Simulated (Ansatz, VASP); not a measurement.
## ZnS in VASP and in Ansatz

```
Zn S
1.0
     3.80652    0.00000    0.00000
    -1.90326    3.29654    0.00000
     0.00000    0.00000    5.88221
Zn S
2 2
Direct
  0.33333 0.66667 0.00544
  0.66667 0.33333 0.50544
  0.33333 0.66667 0.37956
  0.66667 0.33333 0.87956
```

Alike in both runs: task single point; functional PBEsol; k mesh 9 × 9 × 6; occupations gaussian, width 0.05 eV; no spin polarisation.

|  | VASP | Ansatz |
| --- | --- | --- |
| version | VASP 6.6.1 | Ansatz 0.2.0 |
| potentials or method | VASP PAW PBE potentials, release 64 (Zn, S), cutoff 520 eV | scalar-relativistic, plane waves, PAW |
| valence electrons in the cell | 36 | 36 |

```csv
,VASP,Ansatz,Ansatz less VASP
gap on the k mesh at the Fermi level (eV),2.36,2.35,-0.007
least direct gap on the mesh (eV),2.36,2.35,-0.007
pressure (GPa),4.4,4.2,-0.24
"traceless stress, the component that is largest in VASP (GPa)",7.76,7.73,-0.025
rms of the force components (eV/Å),0.379,0.377,-0.0017
```

VASP's potentials were made for PBE, not for PBEsol. Atom by atom the forces differ by 0.002 eV/Å (rms over components). The functional is the same, so the differences come from potentials, cutoffs and numerics.
